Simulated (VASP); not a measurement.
# Ag (I4/mmm) in VASP: notebook

The runs below take Ag through single point, with LDA.

Everything below comes from runs of VASP 6.6.1. Logs are shortened: lines on timing, memory, paths and dates and some standing lists are left out, and cuts for length are marked.

## (1) The cell of the first run

The structure is tetragonal, space group I4/mmm (No. 139). The conventional cell has a = 2.673 Å, b = 2.673 Å, c = 4.086 Å, α = 90.00°, β = 90.00°, γ = 90.00°. Ag (site symmetry 4/mmm) has 12 Ag at 2.67 to 2.78 Å within 3.5 Å.

## (2) Single point, LDA (strain -0.0750 x Voigt [1, 1, 0, 0, 0, 0])

The input, INCAR:

```
  ALGO = Normal
  EDIFF = 1E-6
  ENCUT = 520
  GGA = CA
  ISIF = 2
  ISMEAR = 0
  LASPH = True
  LCHARG = False
  LREAL = False
  LWAVE = False
  NBANDS = 12
  NELM = 60
  PREC = Accurate
  SIGMA = 0.15
```

The input, KPOINTS:

```
k-points
0
Gamma
  20 20 20
```

The input, POSCAR:

```
Ag
1.0
    0.0000000000      1.8898675000      2.0431000000
    1.8898675000      0.0000000000      2.0431000000
    1.8898675000      1.8898675000      0.0000000000
Ag
1
Direct
    0.0000000000      0.0000000000      0.0000000000
```

Potentials or basis: VASP PAW LDA potentials, release 64 (Ag).

Command:

```
cat potpaw_LDA.64/Ag/POTCAR > POTCAR
mpirun -np 1 vasp_std > vasp.out
```

OUTCAR:

```text
EDIFF = 1E-6
   ENCUT = 520
   GGA = CA
   ISIF = 2
   ISMEAR = 0
   LASPH = True
   LREAL = False
   NELM = 60
   PREC = Accurate

 ion  position               nearest neighbor table
   1  0.000  0.000  0.000-

  LATTYP: Found a body centered tetragonal cell.
 ALAT       =     2.6726762496
 C/A-ratio  =     1.5288795269

  Lattice vectors:

 A1 = (  -1.8898675000,   0.0000000000,   2.0431000000)
 A2 = (   1.8898675000,   0.0000000000,   2.0431000000)
 A3 = (   0.0000000000,   1.8898675000,  -2.0431000000)

Analysis of symmetry for initial positions (statically):
=====================================================================
 Subroutine PRICEL returns:
 Original cell was already a primitive cell.

 Routine SETGRP: Setting up the symmetry group for a
 body centered tetragonal supercell.

 Subroutine GETGRP returns: Found 16 space group operations
 (whereof 16 operations were pure point group operations)
 out of a pool of 16 trial point group operations.

The static configuration has the point symmetry D_4h.

Analysis of symmetry for dynamics (positions and initial velocities):
=====================================================================
 Subroutine PRICEL returns:
 Original cell was already a primitive cell.

 Routine SETGRP: Setting up the symmetry group for a
 body centered tetragonal supercell.

 Subroutine GETGRP returns: Found 16 space group operations
 (whereof 16 operations were pure point group operations)
 out of a pool of 16 trial point group operations.

The dynamic configuration has the point symmetry D_4h.

 Subroutine INISYM returns: Found 16 space group operations
 (whereof 16 operations are pure point group operations),
 and found     1 'primitive' translations

----------------------------------------------------------------------------------------

                                     Primitive cell

  volume of cell :      14.5943

  direct lattice vectors                    reciprocal lattice vectors
     0.000000000  1.889867500  2.043100000    -0.264568812  0.264568812  0.244726151
     1.889867500  0.000000000  2.043100000     0.264568812 -0.264568812  0.244726151
     1.889867500  1.889867500  0.000000000     0.264568812  0.264568812 -0.244726151

  length of vectors
     2.783137937  2.783137937  2.672676250     0.447084111  0.447084111  0.447084111

  position of ions in fractional coordinates (direct lattice)
     0.000000000  0.000000000  0.000000000

  ion indices of the primitive-cell ions
   primitive index   ion index
                 1           1

----------------------------------------------------------------------------------------

 KPOINTS: k-points

Automatic generation of k-mesh.
 Grid dimensions read from file:
 generate k-points for:   20   20   20

 Generating k-lattice:

  Cartesian coordinates                     Fractional coordinates (reciprocal lattice)
    -0.013228441  0.013228441  0.012236308     0.050000000  0.000000000  0.000000000
     0.013228441 -0.013228441  0.012236308     0.000000000  0.050000000  0.000000000
     0.013228441  0.013228441 -0.012236308     0.000000000  0.000000000  0.050000000

  Length of vectors
     0.022354206  0.022354206  0.022354206

  Shift w.r.t. Gamma in fractional coordinates (k-lattice)
     0.000000000  0.000000000  0.000000000

 Subroutine IBZKPT returns following result:
 ===========================================

 Found    641 irreducible k-points:

 Following reciprocal coordinates:
            Coordinates               Weight
  0.000000  0.000000  0.000000      1.000000
  0.050000  0.000000  0.000000      8.000000
  0.100000  0.000000  0.000000      8.000000
  0.150000  0.000000  0.000000      8.000000
  0.200000  0.000000  0.000000      8.000000
  0.250000  0.000000  0.000000      8.000000
[... 16 lines left out ...]
 -0.400000  0.050000  0.000000      8.000000
 -0.350000  0.050000  0.000000      8.000000
 [... further k-points ...]
   k-points           NKPTS =    641   k-points in BZ     NKDIM =    641   number of bands    NBANDS=     12
   number of dos      NEDOS =    301   number of ions     NIONS =      1
   total plane-waves  NPLWV =  11520
   dimension x,y,z NGX =    24 NGY =   24 NGZ =   20
   dimension x,y,z NGXF=    48 NGYF=   48 NGZF=   40
   ions per type =               1
   NGX,Y,Z   is equivalent  to a cutoff of  14.34, 14.34, 12.44 a.u.
   NGXF,Y,Z  is equivalent  to a cutoff of  28.67, 28.67, 24.88 a.u.
 SYSTEM =  unknown system
   PREC   = accura    normal or accurate (medium, high low for compatibility)
   ISTART =      0    job   : 0-new  1-cont  2-samecut
   ICHARG =      2    charge: 1-file 2-atom 10-const
   ISPIN  =      1    spin polarized calculation?
   LNONCOLLINEAR =      F non collinear calculations
   LSORBIT =      F    spin-orbit coupling
   LASPH  =      T    aspherical Exc in radial PAW
   ENCUT  =  520.0 eV  38.22 Ry    6.18 a.u.   5.17  5.17  4.97*2*pi/ulx,y,z
   NELM   =     60;   NELMIN=  2; NELMDL= -5     # of ELM steps
   EDIFF  = 0.1E-05   stopping-criterion for ELM
   LREAL  =      F    real-space projection
   EDIFFG = 0.1E-04   stopping-criterion for IOM
   NSW    =      0    number of steps for IOM
   IBRION =     -1    ionic relax: 0-MD 1-quasi-New 2-CG
   NFREE  =      0    steps in history (QN), initial steepest desc. (CG)
   ISIF   =      2    stress and relaxation
   ISYM   =      2    0-nonsym 1-usesym 2-fastsym
   POTIM  = 0.5000    time-step for ionic-motion
   TEBEG  =    0.0;   TEEND  =   0.0 temperature during run
   PSTRESS=    0.0 pullay stress
   NELECT =      11.0000    total number of electrons
   NUPDOWN=      -1.0000    fix difference up-down
   EMIN   =  10.00;   EMAX   =-10.00  energy-range for DOS
   EFERMI =   0.00;   METHOD = LEGACY
   ISMEAR =     0;   SIGMA  =   0.15  broadening in eV -4-tet -1-fermi 0-gaus
   EFERMI_NEDOS =   21; number of points for ismear=-14 and -15
   IALGO  =     38    algorithm
   IMIX   =      4    mixing-type and parameters
     AMIX     =   0.40;   BMIX     =  1.00
     AMIX_MAG =   1.60;   BMIX_MAG =  1.00
  volume/ion in A,a.u.               =      14.59        98.49
  Fermi-wavevector in a.u.,A,eV,Ry     =   1.489858  2.815424 30.200547  2.219678
  Thomas-Fermi vector in A             =   2.602714
   LORBIT       =      0    0 simple, 1 ext, 2 COOP (PROOUT), +10 PAW based schemes
   GGA     = CA    functional components
   LHFCALC =     F    Hartree Fock is set to
   AEXX    =    0.0000 exact exchange contribution
   IVDW    =     0    specifies the selected vdW correction
   LEPSILON=     F    determine dielectric tensor
   LRPA    =     F    only Hartree local field effects (RPA)
 non-spin polarized calculation
 Gauss-broadening in eV      SIGMA  =   0.15
  energy-cutoff  :      520.00
  volume of cell :       14.59
 maximum number of plane-waves:       402
 NGX is ok and might be reduce to    24
   NGX = 11   NGY = 11   NGZ =  9

 number of electron      11.0000002 magnetization

 Free energy of the ion-electron system (eV)
  ---------------------------------------------------
  ext. energy  EPLUGINS =         0.00000000
  ---------------------------------------------------
  free energy    TOTEN  =        -3.70206354 eV

  energy without entropy =       -3.69934337  energy(sigma->0) =       -3.70070346

 E-fermi :  10.6143     XC(G=0): -13.5209

 val. band max:       10.5984416797   @ k =  -0.3500   0.1500   0.1000
 cond. band min:      10.6330015422   @ k =   0.4500   0.0500   0.4000
 fundamental gap:      0.0345598625
 Fermi energy:        10.6142832606

 k-point     1 :       0.0000    0.0000    0.0000
  band No.  band energies     occupation
      1       1.4929      2.00000
      2       4.6982      2.00000
      3       5.3665      2.00000
      4       5.3665      2.00000
      5       6.1301      2.00000
      6       6.8404      2.00000
      7      26.8865      0.00000
      8      30.2240      0.00000
      9      31.7545      0.00000
     10      31.7545      0.00000
     11      36.6715      0.00000
     12      38.5457      0.00000

 k-point     2 :       0.0500    0.0000    0.0000
  band No.  band energies     occupation
      1       1.5825      2.00000
      2       4.7163      2.00000
      3       5.3500      2.00000
      4       5.3939      2.00000
      5       6.1262      2.00000
      6       6.8208      2.00000
      7      26.9504      0.00000
      8      30.0578      0.00000
      9      31.3093      0.00000
     10      31.8312      0.00000
     11      37.0175      0.00000
     12      38.1325      0.00000

 k-point     3 :       0.1000    0.0000    0.0000
  band No.  band energies     occupation
      1       1.8432      2.00000
      2       4.7598      2.00000
      3       5.3102      2.00000
      4       5.4698      2.00000
      5       6.1287      2.00000
      6       6.7694      2.00000
      7      27.0442      0.00000
      8      29.0852      0.00000
      9      31.0942      0.00000
     10      32.0433      0.00000
     11      36.1154      0.00000
     12      38.1519      0.00000
[... 286 lines left out ...]
 k-point    23 :      -0.4000    0.0500    0.0000
  band No.  band energies     occupation
      1       3.1563      2.00000
      2       4.8327      2.00000
      3       5.4684      2.00000
      4       7.1982      2.00000
      5       7.2422      2.00000
      6       9.0361      2.00000
      7      16.5620      0.00000
      8      25.7384      0.00000
      9      29.2281      0.00000
     10      31.4872      0.00000
     11      34.9366      0.00000
     12      36.6145      0.00000

 k-point    24 :      -0.3500    0.0500    0.0000
  band No.  band energies     occupation
      1       3.2252      2.00000
      2       4.9045      2.00000
      3       5.5361      2.00000
      4       6.7609      2.00000
      5       7.0460      2.00000
      6       8.1133      2.00000
      7      18.2693      0.00000
      8      26.0720      0.00000
      9      29.6685      0.00000
     10      32.3106      0.00000
     11      34.6840      0.00000
     12      36.3705      0.00000

 [... further k-points ...]

------------------------ aborting loop because EDIFF is reached ----------------------------------------

  FORCE on cell =-STRESS in cart. coord.  units (eV):
  Direction    XX          YY          ZZ          XY          YZ          ZX
  --------------------------------------------------------------------------------------
  -------------------------------------------------------------------------------------
  Total        1.7665858      1.7665858      1.1799646      0.0000000      0.0000000     -0.0000000
  in kB      193.9380295    193.9380295    129.5380072      0.0000000      0.0000000     -0.0000000
  external PRESSURE =     172.4713554 kB  Pullay stress =       0.0000000 kB

 VOLUME and BASIS-vectors are now :
 -----------------------------------------------------------------------------
  energy-cutoff  :      520.00
  volume of cell :       14.59
      direct lattice vectors                 reciprocal lattice vectors
     0.000000000  1.889867500  2.043100000    -0.264568812  0.264568812  0.244726151
     1.889867500  0.000000000  2.043100000     0.264568812 -0.264568812  0.244726151
     1.889867500  1.889867500  0.000000000     0.264568812  0.264568812 -0.244726151

 POSITION                                       TOTAL-FORCE (eV/Angst)
 -----------------------------------------------------------------------------------
      0.00000      0.00000      0.00000         0.000000      0.000000      0.000000
 -----------------------------------------------------------------------------------
    total drift:                                0.000000      0.000000     -0.000000

  FREE ENERGIE OF THE ION-ELECTRON SYSTEM (eV)
  ---------------------------------------------------
  free  energy   TOTEN  =        -3.7020635446 eV

  energy  without entropy=       -3.6993433697  energy(sigma->0) =       -3.70070346
```

It took 68 s on 1 thread of Intel Xeon Platinum 8488C (Sapphire Rapids), shared host; peak memory 0.22 GiB.

Results:

```yaml
Free_energy: -3.7021 eV
Pressure: 17.2 GPa
```

Caveat: the cell differs from its parent crystal (strain -0.0750 x Voigt [1, 1, 0, 0, 0, 0]).

## (3) Single point, LDA (strain -0.0375 x Voigt [1, 1, 0, 0, 0, 0])

The input, INCAR:

```
ALGO = Normal
EDIFF = 1E-7
ENCUT = 520
ISIF = 2
ISMEAR = 0
LASPH = True
LCHARG = True
LELF = True
LREAL = False
LVHAR = True
LWAVE = False
NBANDS = 12
NELM = 100
PREC = Accurate
SIGMA = 0.15
```

KPOINTS is that of step 2.

The input, POSCAR:

```
Ag
1.0
    0.0000000000      1.9664837500      2.0431000000
    1.9664837500      0.0000000000      2.0431000000
    1.9664837500      1.9664837500      0.0000000000
Ag
1
Direct
    0.0000000000      0.0000000000      0.0000000000
```

Potentials or basis: VASP PAW LDA potentials, release 64 (Ag).

Command:

```
cat potpaw_LDA.64/Ag/POTCAR > POTCAR
mpirun -np 1 vasp_std > vasp.out
```

It took 76 s on 1 thread of Intel Xeon Platinum 8488C (Sapphire Rapids), shared host; peak memory 0.23 GiB.

The run converged. Its results:

```
Free energy : -3.7812 eV
Pressure    : 2.2 GPa
```

Stress tensor (GPa, compression positive):
```
2.85 0.00 0.00
0.00 2.85 0.00
0.00 0.00 0.78
```

Levels at points of the mesh, in eV from the Fermi level:
```tsv
k point	band 2	band 3	band 4	band 5	band 6	band 7	band 8	band 9	band 10	band 11
(0.00, 0.00, 0.00)	-5.27	-4.98	-4.98	-4.03	-3.73	16.16	19.70	20.31	20.31	25.32
(0.50, 0.00, 0.00)	-5.24	-4.98	-3.02	-2.90	-0.66	4.01	15.31	18.16	18.96	23.50
(0.50, 0.50, 0.00)	-6.81	-2.98	-2.74	-2.74	1.01	6.67	11.41	11.41	18.63	18.75
(0.50, 0.00, 0.50)	-6.79	-3.00	-2.82	-2.61	1.69	7.66	10.67	10.74	17.96	18.07
```

Caveat: the cell differs from its parent crystal (strain -0.0375 x Voigt [1, 1, 0, 0, 0, 0]).

## (4) Single point, LDA (strain +0.0375 x Voigt [1, 1, 0, 0, 0, 0])

The input, INCAR:

```
  PREC = Accurate
  ENCUT = 520
  EDIFF = 1E-6
  ISMEAR = 0
  SIGMA = 0.15
  LREAL = False
  LASPH = True
  NELM = 80
  ALGO = Normal
  ISIF = 2
  LWAVE = False
  LCHARG = False
  NBANDS = 12
```

The input, KPOINTS:

```
regular mesh
0
Gamma
  20 20 20
```

The input, POSCAR:

```
Ag
1.0
    0.0000000000      2.1197162500      2.0431000000
    2.1197162500      0.0000000000      2.0431000000
    2.1197162500      2.1197162500      0.0000000000
Ag
1
Direct
    0.0000000000      0.0000000000      0.0000000000
```

Potentials or basis: VASP PAW LDA potentials, release 64 (Ag).

Command:

```
cat potpaw_LDA.64/Ag/POTCAR > POTCAR
mpirun -np 1 vasp_std > vasp.out
```

OUTCAR:

```text
PREC = Accurate
   ENCUT = 520
   EDIFF = 1E-6
   ISMEAR = 0
   LREAL = False
   LASPH = True
   NELM = 80
   ISIF = 2

 ion  position               nearest neighbor table
   1  0.000  0.000  0.000-

  LATTYP: Found a body centered tetragonal cell.
 ALAT       =     2.9977314691
 C/A-ratio  =     1.3630974095

  Lattice vectors:

 A1 = (   0.0000000000,  -2.1197162500,  -2.0431000000)
 A2 = (   0.0000000000,   2.1197162500,  -2.0431000000)
 A3 = (   2.1197162500,   0.0000000000,   2.0431000000)

Analysis of symmetry for initial positions (statically):
=====================================================================
 Subroutine PRICEL returns:
 Original cell was already a primitive cell.

 Routine SETGRP: Setting up the symmetry group for a
 body centered tetragonal supercell.

 Subroutine GETGRP returns: Found 16 space group operations
 (whereof 16 operations were pure point group operations)
 out of a pool of 16 trial point group operations.

The static configuration has the point symmetry D_4h.

Analysis of symmetry for dynamics (positions and initial velocities):
=====================================================================
 Subroutine PRICEL returns:
 Original cell was already a primitive cell.
[... 170 lines left out ...]
      7      23.0161      0.00000
      8      25.9389      0.00000
      9      25.9389      0.00000
     10      26.2944      0.00000
     11      30.9042      0.00000
     12      31.2069      0.00000
[... 331 lines left out ...]
 k-point    24 :      -0.3500    0.0500    0.0000
  band No.  band energies     occupation
      1       1.3216      2.00000
      2       2.6262      2.00000
      3       2.7768      2.00000
      4       3.8514      2.00000
      5       3.9679      2.00000
      6       4.9205      2.00000
      7      13.5623      0.00000
      8      22.6291      0.00000
      9      23.9613      0.00000
     10      24.8843      0.00000
     11      28.5415      0.00000
     12      29.2134      0.00000

 [... further k-points ...]

------------------------ aborting loop because EDIFF is reached ----------------------------------------

  FORCE on cell =-STRESS in cart. coord.  units (eV):
  Direction    XX          YY          ZZ          XY          YZ          ZX
  --------------------------------------------------------------------------------------
  -------------------------------------------------------------------------------------
  Total       -1.4938898     -1.4938898     -1.3842759      0.0000000     -0.0000000      0.0000000
  in kB     -130.3629201   -130.3629201   -120.7975644      0.0000000     -0.0000000      0.0000000
  external PRESSURE =    -127.1744682 kB  Pullay stress =       0.0000000 kB

 VOLUME and BASIS-vectors are now :
 -----------------------------------------------------------------------------
  energy-cutoff  :      520.00
  volume of cell :       18.36
      direct lattice vectors                 reciprocal lattice vectors
     0.000000000  2.119716250  2.043100000    -0.235880628  0.235880628  0.244726151
     2.119716250  0.000000000  2.043100000     0.235880628 -0.235880628  0.244726151
     2.119716250  2.119716250  0.000000000     0.235880628  0.235880628 -0.244726151

 POSITION                                       TOTAL-FORCE (eV/Angst)
 -----------------------------------------------------------------------------------
      0.00000      0.00000      0.00000         0.000000     -0.000000      0.000000
 -----------------------------------------------------------------------------------
    total drift:                                0.000000      0.000000     -0.000000

  FREE ENERGIE OF THE ION-ELECTRON SYSTEM (eV)
  ---------------------------------------------------
  free  energy   TOTEN  =        -3.6774702510 eV

  energy  without entropy=       -3.6751129889  energy(sigma->0) =       -3.67629162
```

OSZICAR:

```text
N       E                     dE             d eps       ncg     rms          rms(c)
DAV:   1     0.509659699328E+02    0.50966E+02   -0.54058E+03 15512   0.818E+02
DAV:   2    -0.315253376089E+01   -0.54119E+02   -0.50959E+02 17716   0.190E+02
DAV:   3    -0.396270070452E+01   -0.81017E+00   -0.80963E+00 18220   0.251E+01
DAV:   4    -0.396522911256E+01   -0.25284E-02   -0.25283E-02 17712   0.146E+00
DAV:   5    -0.396525063377E+01   -0.21521E-04   -0.21520E-04 18348   0.122E-01    0.454E+00
DAV:   6    -0.368878796937E+01    0.27646E+00   -0.12211E+00 16468   0.956E+00    0.298E+00
DAV:   7    -0.368124223780E+01    0.75457E-02   -0.47166E-03 17824   0.724E-01    0.170E+00
DAV:   8    -0.367746231211E+01    0.37799E-02   -0.77106E-04 17640   0.207E-01    0.442E-02
DAV:   9    -0.367747045377E+01   -0.81417E-05   -0.73502E-06 18080   0.169E-02    0.103E-02
DAV:  10    -0.367747025095E+01    0.20282E-06   -0.13387E-06 17632   0.930E-03
   1 F= -.36774703E+01 E0= -.36762916E+01  d E =-.235726E-02
```

Run time: 70 s. Hardware: 1 thread of Intel Xeon Platinum 8488C (Sapphire Rapids), shared host; peak memory 0.24 GiB.

Results:

- Free energy: -3.6775 eV
- Pressure: -12.7 GPa

Levels at points of the mesh, in eV from the Fermi level:
```tsv
k point	band 3	band 4	band 5	band 6	band 7	band 8	band 9	band 10
(0.00, 0.00, 0.00)	-4.57	-4.37	-3.69	-3.49	15.88	18.80	18.80	19.16
(0.50, 0.00, 0.00)	-4.42	-2.93	-2.83	-0.22	3.19	15.01	16.55	17.52
(0.50, 0.50, 0.00)	-2.91	-2.69	-2.69	2.03	6.74	9.78	9.78	15.91
(0.50, 0.00, 0.50)	-2.91	-2.78	-2.63	1.43	5.87	10.42	10.42	16.59
```

Caveat: the cell differs from its parent crystal (strain +0.0375 x Voigt [1, 1, 0, 0, 0, 0]).

## (5) The runs side by side

| cell | gap on the mesh (eV) | pressure (GPa) |
| --- | --- | --- |
| a = 2.783, b = 2.783, c = 2.673 Å, angles 61.3, 61.3, 57.4°, 1 atom | none | 17.2 |
| a = 2.836, b = 2.836, c = 2.781 Å, angles 60.6, 60.6, 58.7°, 1 atom | none | 2.2 |
| a = 2.944, b = 2.944, c = 2.998 Å, angles 59.4, 59.4, 61.2°, 1 atom | none | -12.7 |

Alike in all rows: task single point; level LDA; potentials or basis VASP PAW LDA potentials, release 64 (Ag); no spin polarisation; k mesh 20 × 20 × 20; cutoff (eV) 520; smearing gaussian 0.15 eV.

Absolute energies hang on the potentials; compare differences alone.
